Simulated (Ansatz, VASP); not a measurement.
**In: VASP beside Ansatz**

```
CELL_PARAMETERS angstrom
-1.59363 1.62615 2.47395
1.59363 -1.62615 2.47395
1.59363 1.62615 -2.47395
ATOMIC_POSITIONS crystal
In 0.00000 0.00000 0.00000
```

Change from the starting cell: strain -0.0200 x Voigt [1, 0, 0, 0, 0, 0], atoms carried along.

Alike in both runs: task single point; functional PBEsol; k mesh 20 × 20 × 20; occupations gaussian, width 0.15 eV; no spin polarisation.

|  | VASP | Ansatz |
| --- | --- | --- |
| version | VASP 6.6.1 | Ansatz 0.2.0 |
| potentials or method | VASP PAW PBE potentials, release 64 (In_d), cutoff 520 eV | scalar-relativistic, plane waves, PAW |
| valence electrons in the cell | 13 | 13 |

```csv
,VASP,Ansatz,Ansatz less VASP
gap on the k mesh at the Fermi level (eV),none,none,-
pressure (GPa),-0.1,-0.1,-0.02
"traceless stress, the component that is largest in VASP (GPa)",0.22,0.22,-0.006
```

VASP's potentials were made for PBE, not for PBEsol. A gap of «none» marks a metal or a gap that the smearing closes.
